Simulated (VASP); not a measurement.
Crystal: InRu2.

```
In Ru
1.0
     2.89304    0.00000    0.00000
     0.00000    2.89304    0.00000
     0.00000    0.00000    5.52739
In Ru
1 2
Direct
  0.00000 0.00000 0.00000
  0.50000 0.50000 0.27000
  0.50000 0.50000 0.73000
```

| Property | Result |
| --- | --- |
| Program | VASP 6.6.1 |
| Task | relaxation of cell and atoms |
| Functional | PBE |
| Potentials or basis | VASP PAW PBE potentials, release 64 (In_d, Ru_pv) |
| Cutoff | 600 eV |
| k mesh | 6 × 6 × 4 |
| Occupations | gaussian, width 0.1 eV |
| Spin | no spin polarisation |

At the start: pressure 41.0 GPa; volume 15.42 Å³/atom.

Problem. Where does the relaxation end?

Solution. Over 20 steps the energy falls by 722.4 meV/atom and the volume is 17.42 Å³/atom (+13.0 %); space group P4/mmm (No. 123, to 0.05 Å).

Step by step:
| step | energy change (eV) | largest force (eV/Å) | pressure (GPa) | volume (Å³) |
| --- | --- | --- | --- | --- |
| 1 | 0.0000 | 5.5625 | 41.05 | 46.26 |
| 2 | 0.3769 | 0.6589 | -20.97 | 78.03 |
| 3 | -1.6527 | 1.8275 | -9.67 | 57.69 |
| 4 | -1.6727 | 2.0030 | -7.44 | 56.61 |
| 5 | -1.6751 | 2.1245 | -5.89 | 55.94 |
| 6 | -1.8505 | 1.2579 | 5.09 | 53.00 |
| 7 | -1.9140 | 0.3280 | 0.32 | 53.88 |
| 8 | -1.9141 | 0.2691 | 0.50 | 53.84 |
| 9 | -1.9848 | 0.1041 | -0.23 | 53.73 |
| 10 | -2.1210 | 0.4263 | -0.73 | 53.16 |
| 11 | -1.8000 | 2.8256 | 10.61 | 51.05 |
| 12 | -2.1213 | 1.1766 | 0.78 | 52.84 |
| 13 | -2.1588 | 0.3295 | -1.41 | 52.94 |
| 14 | -2.1593 | 0.2450 | -1.63 | 52.95 |
| 15 | -2.1634 | 0.2159 | -0.70 | 52.59 |
| 16 | -2.1651 | 0.1819 | 0.53 | 52.14 |
| 17 | -2.1661 | 0.0588 | 0.19 | 52.17 |
| 18 | -2.1662 | 0.0085 | 0.05 | 52.19 |
| 19 | -2.1665 | 0.0093 | 0.00 | 52.21 |
| 20 | -2.1671 | 0.0138 | -0.11 | 52.27 |

Final structure:
```
In Ru
1.0
     2.84657    0.00000    0.00000
     0.00000    2.84657    0.00000
     0.00000    0.00000    6.45045
In Ru
1 2
Direct
  0.00000 0.00000 0.00000
  0.50000 0.50000 0.32712
  0.50000 0.50000 0.67288
```

Caveat: the k points lie up to 0.37 Å⁻¹ apart in the final cell.
